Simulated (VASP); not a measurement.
Input of a VASP 6.6.1 run:

File INCAR:

```
PREC = Accurate
ENCUT = 600
EDIFF = 1E-6
ISMEAR = 0
SIGMA = 0.01
LREAL = False
LASPH = True
NELM = 80
ALGO = Normal
ISIF = 3
LWAVE = False
LCHARG = False
GGA = RE
IVDW = 12
IBRION = 2
NSW = 80
EDIFFG = -0.01
```

File KPOINTS:

```
regular mesh
0
Gamma
  8 8 8
```

The input POSCAR:

```
BP
1.0
    0.0000000000      2.2690000000      2.2690000000
    2.2690000000      0.0000000000      2.2690000000
    2.2690000000      2.2690000000      0.0000000000
B P
1 1
Direct
    0.0000000000      0.0000000000      0.0000000000
    0.2500000000      0.2500000000      0.2500000000
```

Potentials or basis: VASP PAW PBE potentials, release 64 (B, P).

The run is started by

```sh
$ cat potpaw_PBE.64/B/POTCAR potpaw_PBE.64/P/POTCAR > POTCAR
$ mpirun -np 1 vasp_std > vasp.out
```

Task: Predict the band gap on the k mesh.

Result: 1.22 eV, indirect (least direct gap 3.45 eV).

Task: Predict the dispersion energy per atom.

Result: -0.678 eV.

Final structure:
```
B P
1.0
     0.00000    2.24044    2.24044
     2.24044    0.00000    2.24044
     2.24044    2.24044    0.00000
B P
1 1
Direct
  0.00000 0.00000 0.00000
  0.25000 0.25000 0.25000
```

 A k mesh can miss the band edges.
